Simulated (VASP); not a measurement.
BaZrO3, 10 atoms in the cell. The structure is tetragonal, space group I4/mcm (No. 140). The conventional cell has a = 5.954 Å, b = 5.954 Å, c = 8.428 Å, α = 90.00°, β = 90.00°, γ = 90.00°. Ba (site symmetry -42m) has 12 O at 2.92 to 3.04 Å and 8 Zr at 3.65 Å within 3.8 Å. Zr (site symmetry 4/m) has 6 O at 2.11 Å within 2.8 Å. O (site symmetry 422) has 2 Zr at 2.11 Å within 2.8 Å. O (site symmetry m2m) has 2 Zr at 2.11 Å within 2.8 Å. 

| Item | Value |
| --- | --- |
| Program | VASP 6.6.1 |
| Task | relaxation of cell and atoms |
| Functional | PBEsol |
| Potentials or basis | VASP PAW PBE potentials, release 64 (Ba_sv, Zr_sv, O) |
| Cutoff | 600 eV |
| k mesh | 6 × 6 × 6 |
| Occupations | gaussian, width 0.02 eV |
| Spin | no spin polarisation |
| Dipole correction | no |
| Further INCAR settings | ALGO = Normal; EDIFF = 1e-07; IBRION = 2; EDIFFG = -0.002; NSW = 100; ISIF = 3 |

Potentials or basis: VASP PAW PBE potentials, release 64 (Ba_sv, Zr_sv, O).

Launch:

```console
$ cat potpaw_PBE.64/Ba_sv/POTCAR potpaw_PBE.64/Zr_sv/POTCAR potpaw_PBE.64/O/POTCAR > POTCAR
$ mpirun -np 1 vasp_std > vasp.out
```

Hardware: 1 thread of Intel Xeon 8259CL, on a shared host.

How long does it take, and how much memory?

Run time: 74 min on 1 thread of Intel Xeon 8259CL, on a shared host, peak memory 0.5 GiB. Counts: scf iterations 131, k points 30, ion steps 19.
